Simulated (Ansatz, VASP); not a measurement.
## Two plane-wave programs on Tl

File INCAR:

```
PREC = Accurate
ENCUT = 520
EDIFF = 1E-7
ISMEAR = 1
SIGMA = 0.1
LREAL = F
LASPH = T
NELM = 80
ALGO = Normal
ISIF = 2
LWAVE = F
LCHARG = F
LDIPOL = T
IDIPOL = 3
DIPOL = 0.5 0.5 0.500
GGA = PS
NBANDS = 48
```

File KPOINTS:

```
regular mesh
0
Gamma
  11 11 1
```

POSCAR

```
Tl
1.0
    3.4617901980      0.0000000000      0.0000000000
    1.7308950990      2.9979982540      0.0000000000
    0.0000000000      0.0000000000     37.7797228180
Tl
6
Direct
    0.6666666667      0.6666666667      0.3176307052
    0.0000000000      0.0000000000      0.3905784231
    0.6666666667      0.6666666667      0.4635261410
    0.0000000000      0.0000000000      0.5364738590
    0.6666666667      0.6666666667      0.6094215769
    0.0000000000      0.0000000000      0.6823692948
```

Input for Ansatz:

```yaml
crystal:
  lattice:
    - [3.461790198, 0.0, 0.0]
    - [1.730895099, 2.997998254, 0.0]
    - [0.0, 0.0, 37.779722818]
  atoms:
    - { symbol: Tl, position: [0.6666666667, 0.6666666667, 0.3176307052] }
    - { symbol: Tl, position: [0.0, 0.0, 0.3905784231] }
    - { symbol: Tl, position: [0.6666666667, 0.6666666667, 0.463526141] }
    - { symbol: Tl, position: [0.0, 0.0, 0.536473859] }
    - { symbol: Tl, position: [0.6666666667, 0.6666666667, 0.6094215769] }
    - { symbol: Tl, position: [0.0, 0.0, 0.6823692948] }
kpoints:
  mp_grid: { grid: [11, 11, 1] }
scf:
  occupations: { method: cold, width: 0.1 }
hamiltonian:
  xc: pbesol
  pseudopotentials: { kind: paw }
output:
  forces: true
  stress: false
  populations: false
efield:
  axis: 3
  dipole_correction: true
```

Alike in both runs: task single point; functional PBEsol; k mesh 11 × 11 × 1; no spin polarisation.

|  | VASP | Ansatz |
| --- | --- | --- |
| version | VASP 6.6.1 | Ansatz 0.2.0 |
| potentials or method | VASP PAW PBE potentials, release 64 (Tl_d) | plane-wave PAW, scalar-relativistic |
| plane-wave cutoff (eV) | 520 | 420 |
| occupations | methfessel-paxton of order 1, width 0.1 eV | cold, width 0.1 eV |
| valence electrons in the cell | 78 | 78 |

|  | VASP | Ansatz | Ansatz less VASP |
| --- | --- | --- | --- |
| rms of the force components (eV/Å) | 0.019 | 0.019 | +0.0001 |

VASP's potentials were made for PBE, not for PBEsol. Atom by atom the forces differ by 0.002 eV/Å (rms over components).

Spin-orbit coupling is off throughout.
